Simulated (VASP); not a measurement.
Here is a VASP 6.6.1 calculation.

Contents of INCAR:

```
SYSTEM = Mn2As2H
PREC = Accurate
ENCUT = 600
EDIFF = 1E-6
ISMEAR = -1
SIGMA = 0.1255
LREAL = .False.
LASPH = .True.
NELM = 80
ALGO = Normal
ISIF = 3
LWAVE = .False.
LCHARG = .False.
GGA = PE
IBRION = 2
NSW = 60
EDIFFG = -0.01
```

The input KPOINTS:

```
Automatic mesh
0
Gamma
  5 5 3
  0 0 0
```

The input POSCAR:

```
Mn2As2H
1.0
    1.9915770000      3.4495100000      0.0000000000
   -1.9915770000      3.4495100000      0.0000000000
    0.0000000000      0.0000000000      6.5638170000
As Mn H
2 2 1
Direct
    0.3333000000      0.3334000000      0.2600000000
    0.6667000000      0.6666000000      0.7400000000
    0.3333000000      0.3334000000      0.6200000000
    0.6667000000      0.6666000000      0.3800000000
    0.0000000000      0.0000000000      0.0000000000
```

Potentials or basis: VASP PAW PBE potentials, release 64 (As, Mn_pv, H).

Command:

```bash
$ cat potpaw_PBE.64/As/POTCAR potpaw_PBE.64/Mn_pv/POTCAR potpaw_PBE.64/H/POTCAR > POTCAR
$ mpirun -np 1 vasp_std > vasp.out
```

Estimate the relaxed volume.

13.92 Å³/atom.

Predict the band gap on the k mesh.

zero (an odd number of electrons rules out a gap without spin polarisation).

What does it give for the space group after relaxing (to 0.1 Å)?

P-3m1 (No. 164).

Step by step:
```
step  energy change (eV)  largest force (eV/Å)  pressure (GPa)  volume (Å³)
   1              0.0000                0.3795           -9.48        90.19
   2             -0.3862                1.9841            4.56        76.92
   3             -0.4111                1.5469            1.11        79.22
   4             -0.6469                1.1084            1.14        76.42
   5             -0.8387                2.0511            2.52        71.61
   6             -1.0619                1.9449            0.13        71.22
   7             -1.4099                0.9062           -4.95        70.01
   8             -1.4119                0.7919           -4.67        70.14
   9             -1.4732                0.5540            0.44        67.50
  10             -1.4761                0.5956           -0.56        67.93
  11             -1.4940                0.4212            0.14        67.88
  12             -1.5083                0.2031            1.40        67.79
  13             -1.5195                0.1668            0.32        68.65
  14             -1.5244                0.1268           -0.86        69.67
  15             -1.5274                0.0524            0.16        69.51
  16             -1.5274                0.0292            0.05        69.53
  17             -1.5277                0.0155           -0.01        69.55
  18             -1.5278                0.0034           -0.07        69.58
```

Caveat: the k points lie up to 0.43 Å⁻¹ apart in the final cell, too coarse for converged energies and pressures of a metal; the volume moved by over 15 % at a fixed basis, so the end points are rough; the run has no spin polarisation, though such a crystal can be magnetic. Spin polarisation is off, so any magnetic state and its effect on volume and gap are missing.
